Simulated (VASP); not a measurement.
A run of VASP 6.6.1:

File INCAR:

```
PREC = Accurate ; ENCUT = 520
EDIFF = 1E-7 ; ISMEAR = 0
SIGMA = 0.15 ; LREAL = False
LASPH = True ; NELM = 60
ALGO = Fast ; ISIF = 2
LWAVE = False ; LCHARG = False
GGA = PE ; NBANDS = 16
```

KPOINTS

```
regular mesh
0
Gamma
  18 18 18
```

Contents of POSCAR:

```
AlRu
1.0
    3.0914888663      0.5848762720      0.5848762720
    0.5848762720      3.0914888663      0.5848762720
    0.5848762720      0.5848762720      3.0914888663
Al Ru
1 1
Direct
    0.0000000000      0.0000000000      0.0000000000
    0.5000000000      0.5000000000      0.5000000000
```

Potentials or basis: VASP PAW PBE potentials, release 64 (Al, Ru_pv).

Run with:

```sh
$ cat potpaw_PBE.64/Al/POTCAR potpaw_PBE.64/Ru_pv/POTCAR > POTCAR
$ mpirun -np 1 vasp_std > vasp.out
```

Hardware: 1 thread of Intel Xeon 6975P-C, on a shared host.

**Question.** Estimate the wall time of this run.

**Answer.** It took 2.1 min on 1 thread of Intel Xeon 6975P-C (shared host), peak memory 0.34 GiB. Counts: scf iterations 13, k points 580.
